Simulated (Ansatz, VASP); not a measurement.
## TiB2 in VASP and in Ansatz

```
CELL_PARAMETERS angstrom
3.12007 0.00000 0.00000
-1.56004 2.70206 0.00000
0.00000 0.00000 3.22840
ATOMIC_POSITIONS crystal
Ti 0.00000 0.00000 0.00000
B 0.33333 0.66667 0.50000
B 0.66667 0.33333 0.50000
```

Change from the starting cell: equal xx and yy strain of +3 %.

Alike in both runs: task single point; functional PBEsol; k mesh 15 × 15 × 13; occupations fermi-dirac, width 0.08 eV; no spin polarisation.

|  | VASP | Ansatz |
| --- | --- | --- |
| version | VASP 6.6.1 | Ansatz 0.2.0 |
| potentials or method | VASP PAW PBE potentials, release 64 (Ti_sv, B), cutoff 520 eV | all-electron LAPW, scalar-relativistic |

```csv
,VASP,Ansatz,Ansatz less VASP
pressure (GPa),-18.7,-19.1,-0.33
"traceless stress, the component that is largest in VASP (GPa)",7.31,7.41,+0.096
```

VASP's potentials were made for PBE, not for PBEsol. Ansatz ran all-electron here, and VASP with PAW potentials.
